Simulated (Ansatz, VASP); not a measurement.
# One calculation of SnO, two programs

```xyz
4
Lattice="3.9378 0.0000 0.0000 0.0000 3.9378 0.0000 0.0000 0.0000 4.7499" Properties=species:S:1:pos:R:3 pbc="T T T"
Sn    0.0000    1.9689    1.1520
Sn    1.9689    0.0000    3.5979
O     0.0000    0.0000    0.0000
O     1.9689    1.9689    0.0000
```

Alike in both runs: task single point; functional PBEsol; k mesh 10 × 10 × 8; occupations gaussian, width 0.15 eV; no spin polarisation.

```csv
,VASP,Ansatz
version,VASP 6.6.1,Ansatz 0.2.0
potentials or method,"VASP PAW PBE potentials, release 64 (Sn_d, O), cutoff 520 eV","scalar-relativistic, plane waves, PAW"
valence electrons in the cell,40,40
```

VASP gave:

- gap on the k mesh at the Fermi level (eV): 0.29
- least direct gap on the mesh (eV): 1.83
- pressure (GPa): -5.9
- traceless stress, the component that is largest in VASP (GPa): 2.42
- rms of the force components (eV/Å): 0.248

**Question.** What did Ansatz give for the same quantities?

**Answer.** gap on the k mesh at the Fermi level (eV): 0.29; least direct gap on the mesh (eV): 1.84; pressure (GPa): -6.1; traceless stress, the component that is largest in VASP (GPa): 2.43; rms of the force components (eV/Å): 0.279.

VASP's potentials were made for PBE, not for PBEsol. Atom by atom the forces differ by 0.031 eV/Å (rms over components).
